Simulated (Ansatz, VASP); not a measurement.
One calculation of Al2O3, two programs

```
CELL_PARAMETERS angstrom
2.37890 1.37346 4.33087
-2.37890 1.37346 4.33087
0.00000 -2.74691 4.33087
ATOMIC_POSITIONS crystal
Al 0.35185 0.35185 0.35185
Al 0.14815 0.14815 0.14815
Al 0.64815 0.64815 0.64815
Al 0.85185 0.85185 0.85185
O 0.55630 0.94370 0.25000
O 0.25000 0.55630 0.94370
O 0.94370 0.25000 0.55630
O 0.44370 0.05630 0.75000
O 0.75000 0.44370 0.05630
O 0.05630 0.75000 0.44370
```

Alike in both runs: functional r2SCAN; k mesh 6 × 6 × 6; occupations fermi-dirac, width 0.02 eV; no spin polarisation.

Ansatz relaxed the structure, and its values are those at the end. VASP's run is a single point on that final structure, the one shown.

|  | VASP | Ansatz |
| --- | --- | --- |
| version | VASP 6.6.1 | Ansatz 0.2.0 |
| potentials or method | VASP PAW PBE potentials, release 64 (Al, O), cutoff 520 eV | PAW plane waves |
| valence electrons in the cell | 48 | 48 |

|  | VASP | Ansatz | Ansatz less VASP |
| --- | --- | --- | --- |
| gap on the k mesh at the Fermi level (eV) | 7.17 | 7.15 | -0.019 |
| pressure (GPa) | -0.3 | 0.0 | +0.32 |

VASP's potentials were made for PBE, not for r2SCAN.
